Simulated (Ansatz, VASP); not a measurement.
## Co: VASP beside Ansatz

INCAR

```
PREC = Accurate
ENCUT = 600
EDIFF = 1E-7
ISMEAR = -1
SIGMA = 0.1
LREAL = False
LASPH = True
NELM = 60
ALGO = Normal
ISIF = 3
LWAVE = False
LCHARG = False
GGA = B5
ALDAX = 1.0
AGGAX = 1.0
AGGAC = 1.0
ALDAC = 0.0
IBRION = 2
NSW = 80
EDIFFG = -0.01
```

KPOINTS

```
Automatic mesh
0
Gamma
  6 6 6
```

File POSCAR:

```
Co
1.0
    4.4578576470      0.0000000000      0.0000000000
    0.0000000000      4.4578576470      0.0000000000
    0.0000000000      0.0000000000      4.4578576470
Co
8
Direct
    0.0000000000      0.0000000000      0.0000000000
    0.5000000000      0.5000000000      0.5000000000
    0.2500000000      0.0000000000      0.5000000000
    0.7500000000      0.0000000000      0.5000000000
    0.5000000000      0.2500000000      0.0000000000
    0.5000000000      0.7500000000      0.0000000000
    0.0000000000      0.5000000000      0.2500000000
    0.0000000000      0.5000000000      0.7500000000
```

Input for Ansatz:

```yaml
crystal:
  lattice:
    - [4.457857647, 0.0, 0.0]
    - [0.0, 4.457857647, 0.0]
    - [0.0, 0.0, 4.457857647]
  atoms:
    - { symbol: Co, position: [0.0, 0.0, 0.0] }
    - { symbol: Co, position: [0.5, 0.5, 0.5] }
    - { symbol: Co, position: [0.25, 0.0, 0.5] }
    - { symbol: Co, position: [0.75, 0.0, 0.5] }
    - { symbol: Co, position: [0.5, 0.25, 0.0] }
    - { symbol: Co, position: [0.5, 0.75, 0.0] }
    - { symbol: Co, position: [0.0, 0.5, 0.25] }
    - { symbol: Co, position: [0.0, 0.5, 0.75] }
hamiltonian:
  xc: blyp
  pseudopotentials:
    kind: paw
    azcp:
      Co: "pseudopotentials/Co.paw.azcp"
basis:
  ecutwfc: 420
  fft_grid_basis: typed
kpoints:
  mp_grid: { grid: [6, 6, 6], shift: [0, 0, 0] }
magnetization:
  spin_polarized: false
scf:
  occupations: { method: fermi_dirac, width: 0.1 }
relax:
  max_steps: 60
  f_tol: 0.01
  cell: {}
output:
  write_density: true
  write_potential: true
  elf: true
  volumetric_format: npy
```

Alike in both runs: task relaxation of cell and atoms; functional BLYP; k mesh 6 × 6 × 6; occupations fermi-dirac, width 0.1 eV; no spin polarisation.

|  | VASP | Ansatz |
| --- | --- | --- |
| version | VASP 6.6.1 | Ansatz 0.2.0 |
| potentials or method | VASP PAW PBE potentials, release 64 (Co), cutoff 600 eV | plane waves (420 eV) with PAW, scalar-relativistic |
| valence electrons in the cell | 72 | 136 |

VASP gave:

| Quantity | Value |
| --- | --- |
| relaxed volume (Å³/atom) | 11.10 |
| relaxed cell length with the largest relative difference (Å) | 4.461 |

**Question.** Estimate Ansatz's values.

**Answer.** Relaxed volume (Å³/atom): 11.11; relaxed cell length with the largest relative difference (Å): 4.463.

VASP's potentials were made for PBE, not for BLYP. VASP's potentials hold 72 valence electrons a cell and Ansatz's 136, so a difference there can come from the potentials and not from the codes.
